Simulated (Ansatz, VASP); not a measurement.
One calculation of CdO, two programs

Contents of INCAR:

```
SYSTEM = CdO
PREC     = Accurate       ! precision mode
ENCUT    = 600            ! plane-wave cutoff, eV
EDIFF    = 1E-6           ! SCF threshold, eV
ISMEAR   = -1             ! smearing method
SIGMA    = 0.03           ! smearing width, eV
LREAL    = .False.        ! projectors in reciprocal space
LASPH    = .True.         ! aspherical terms in the spheres
NELM     = 120            ! most SCF steps
ALGO     = Normal         ! electronic algorithm
ISIF     = 2              ! what is computed and relaxed
LWAVE    = .False.        ! write WAVECAR
LCHARG   = .True.         ! write CHGCAR
GGA      = PE             ! functional
LELF     = .True.         ! ELF
LVHAR    = .True.       
NBANDS   = 16             ! bands
GGA_COMPAT= .False.
```

Contents of KPOINTS:

```
Automatic mesh
0
Gamma
  8 8 8
  0 0 0
```

Contents of POSCAR:

```
CdO
1.0
    0.0000000000      2.3495000000      2.3495000000
    2.3495000000      0.0000000000      2.3495000000
    2.3495000000      2.3495000000      0.0000000000
Cd O
1 1
Direct
    0.0000000000      0.0000000000      0.0000000000
    0.5000000000      0.5000000000      0.5000000000
```

Input for Ansatz:

```yaml
crystal:
  lattice:
    - [0.0, 2.3495, 2.3495]
    - [2.3495, 0.0, 2.3495]
    - [2.3495, 2.3495, 0.0]
  atoms:
    - { symbol: Cd, position: [0.0, 0.0, 0.0] }
    - { symbol: O, position: [0.5, 0.5, 0.5] }
kpoints:
  mp_grid: { grid: [8, 8, 8] }
scf:
  occupations: { method: fermi_dirac, width: 0.03 }
hamiltonian:
  xc: pbe
  pseudopotentials: { kind: nc }
output:
  forces: true
  stress: true
  eigenvalues: true
  populations: true
```

Change from the starting cell: shortest bond scaled by 1, norm-conserving files.

Alike in both runs: task single point; functional PBE; k mesh 8 × 8 × 8; occupations fermi-dirac, width 0.03 eV; no spin polarisation.

|  | VASP | Ansatz |
| --- | --- | --- |
| version | VASP 6.6.1 | Ansatz 0.2.0 |
| potentials or method | VASP PAW PBE potentials, release 64 (Cd, O) | norm-conserving pseudopotentials, scalar-relativistic |
| plane-wave cutoff (eV) | 600 | 1240 |
| valence electrons in the cell | 18 | 26 |

Ansatz gave:

- pressure (GPa): 6.0

Task: Which values does VASP return?

Result: Pressure (GPa): 7.4.

VASP's potentials hold 18 valence electrons a cell and Ansatz's 26, so a difference there can come from the potentials and not from the codes.
